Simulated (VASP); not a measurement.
Set up this calculation in VASP 6.6.1, as the native input.

| Quantity | Value |
| --- | --- |
| Task | single point |
| Functional | PBE0 |
| Potentials or basis | VASP PAW PBE potentials, release 64 (Gd, O) |
| Cutoff | 520 eV |
| k mesh | 4 × 4 × 4 |
| Occupations | fermi-dirac, width 0.05 eV |
| Spin | collinear spin, ferromagnetic start |
| Starting moments | [7.0, 0.0] μB |
| Dipole correction | no |
| Grid for exact exchange (PRECFOCK) | Normal |
| Further INCAR settings | ALGO = Normal; EDIFF = 1e-06; NBANDS = 23 |
| Share of exact exchange | 0.25 |

GdO:

```
Gd O
1.0
     0.00000    2.64488    2.64488
     2.64488    0.00000    2.64488
     2.64488    2.64488    0.00000
Gd O
1 1
Direct
  0.00000 0.00000 0.00000
  0.75000 0.75000 0.75000
```

One way to write it, as run:

POSCAR

```
GdO
1.0
    0.0000000000      2.6448824935      2.6448824935
    2.6448824935      0.0000000000      2.6448824935
    2.6448824935      2.6448824935      0.0000000000
Gd O
1 1
Direct
    0.0000000000      0.0000000000      0.0000000000
    0.7500000000      0.7500000000      0.7500000000
```

INCAR.step1

```
PREC = Accurate ; ENCUT = 520
EDIFF = 1E-5 ; ISMEAR = -1
SIGMA = 0.05 ; LREAL = F
LASPH = T ; NELM = 150
ALGO = Normal ; ISIF = 2
LWAVE = T ; LCHARG = F
ISPIN = 2 ; MAGMOM = 7 0
LORBIT = 11 ; LMAXMIX = 6
GGA = PE ; NBANDS = 23
```

INCAR.step2

```
PREC = Accurate ; ENCUT = 520
EDIFF = 1E-6 ; ISMEAR = -1
SIGMA = 0.05 ; LREAL = F
LASPH = T ; NELM = 150
ALGO = Normal ; ISIF = 2
LWAVE = F ; LCHARG = F
ISPIN = 2 ; MAGMOM = 7 0
LORBIT = 11 ; LMAXMIX = 6
GGA = PE ; LHFCALC = T
AEXX = 0.25 ; PRECFOCK = Normal
ISTART = 1 ; NBANDS = 23
```

KPOINTS

```
Automatic mesh
0
Gamma
  4 4 4
```

Potentials or basis: VASP PAW PBE potentials, release 64 (Gd, O).

Command:

```console
$ cat potpaw_PBE.64/Gd/POTCAR potpaw_PBE.64/O/POTCAR > POTCAR
$ cp INCAR.step1 INCAR
$ mpirun -np 1 vasp_std > vasp.out
$ cp INCAR.step2 INCAR
$ mpirun -np 1 vasp_std > vasp.out
```

It gave:

```yaml
Pressure: 4.9 GPa
Band_gap_on_the_k_mesh: zero (filled and empty bands overlap)
Net_moment: 7.97 μB per cell
Site_moments: Gd +7.07; O +0.03 μB
Valence_electrons_inside_the_program's_atomic_spheres: Gd 15.19; O 5.07
```

Caveat: the k points lie up to 0.51 Å⁻¹ apart, too coarse for converged energies and pressures of a metal; the PAW data sets were made with another functional, which shifts forces and pressure a little; spin-orbit coupling is left out, which moves the levels of the heavy elements; a cell with one magnetic atom can't hold antiferromagnetic order, which such compounds often take.

It took 29 min on 1 thread of Intel(R) Xeon(R) Platinum 8259CL CPU @ 2.50GHz (Skylake/Cascade Lake), with other jobs on the host, peak memory 0.2 GiB.
